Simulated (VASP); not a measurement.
A run of VASP 6.6.1 is set up as follows.

File INCAR:

```
SYSTEM = Ge
PREC = Accurate
ENCUT = 520
EDIFF = 1E-6
ISMEAR = -1
SIGMA = 0.1
LREAL = .FALSE.
LASPH = .TRUE.
NELM = 80
ALGO = Normal
ISIF = 2
LWAVE = .FALSE.
LCHARG = .FALSE.
GGA = PS
NBANDS = 21
```

The input KPOINTS:

```
Automatic mesh
0
G
  12 12 7
  0 0 0
```

File POSCAR:

```
Ge
1.0
    2.8133708061      0.0050828291      0.0000000000
   -1.4163718568      2.4308376932      0.0000000000
    0.0000000000      0.0000000000      4.4631647017
Ge
2
Direct
    0.6661018542      0.3338981458      0.2500000000
    0.3338981458      0.6661018542      0.7500000000
```

Potentials or basis: VASP PAW PBE potentials, release 64 (Ge_d).

Command:

```sh
$ cat potpaw_PBE.64/Ge_d/POTCAR > POTCAR
$ mpirun -np 1 vasp_std > vasp.out
```

(1) What does it give for the band gap on the k mesh?

(2) Predict the pressure.

Answers

(1) zero (bands 14 and 15 overlap by 11.63 eV).

(2) 20.0 GPa.

Caveat: the cell stands under pressure; the PAW data sets were made with another functional, which shifts forces and pressure a little.
